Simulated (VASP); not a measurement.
Runs of VASP 6.6.1 on MnSn3. The structure is that of space group Fm-3m (No. 225), or close to it. The cells are those of the table. 

```csv
spin,cell,k mesh,gap on the mesh (eV),pressure (GPa),moment (μB)
off,"a = 4.934 Å, angles 60.0°, 4 atoms",10 × 10 × 10,none,2.1,-
off,"a = 5.482 Å, angles 60.0°, 4 atoms",10 × 10 × 10,none,-10.3,-
"collinear, ferromagnetic start","a = 5.188 Å, angles 60.0°, 4 atoms",10 × 10 × 10,none,-0.1,3.97
off,"a = 5.118 Å, angles 60.0°, 4 atoms",10 × 10 × 10,none,-4.7,-
"collinear, ferromagnetic start","a = 4.800 Å, angles 60.0°, 4 atoms",6 × 6 × 6,none,(c),3.10
off,"a = 4.816 Å, angles 60.0°, 4 atoms",10 × 10 × 10,none,8.9,-
off,"a = 5.256 Å, angles 60.0°, 4 atoms",10 × 10 × 10,none,(a),-
off,"a = 5.188 Å, angles 60.0°, 4 atoms",10 × 10 × 10,none,-6.5,-
off,"a = 5.046 Å, angles 60.0°, 4 atoms",10 × 10 × 10,none,-2.5,-
off,"a = 5.355 Å, angles 60.0°, 4 atoms",10 × 10 × 10,none,(b),-
```

Alike in all rows: task single point; level PBE; potentials or basis VASP PAW PBE potentials, release 64 (Sn_d, Mn_pv); cutoff (eV) 520; smearing gaussian 0.1 eV.

Fill in the values left out.

(a) -7.9; (b) -9.1; (c) 18.7.

Caveats: spin-orbit coupling is left out, which moves the levels of the heavy elements; the cell stands under tension (at least some runs); the cell stands under pressure (at least some runs).

A k mesh can miss the band edges, and the runs leave out spin-orbit coupling on Sn.

A gap of «none» marks levels without a gap at the run's occupations.
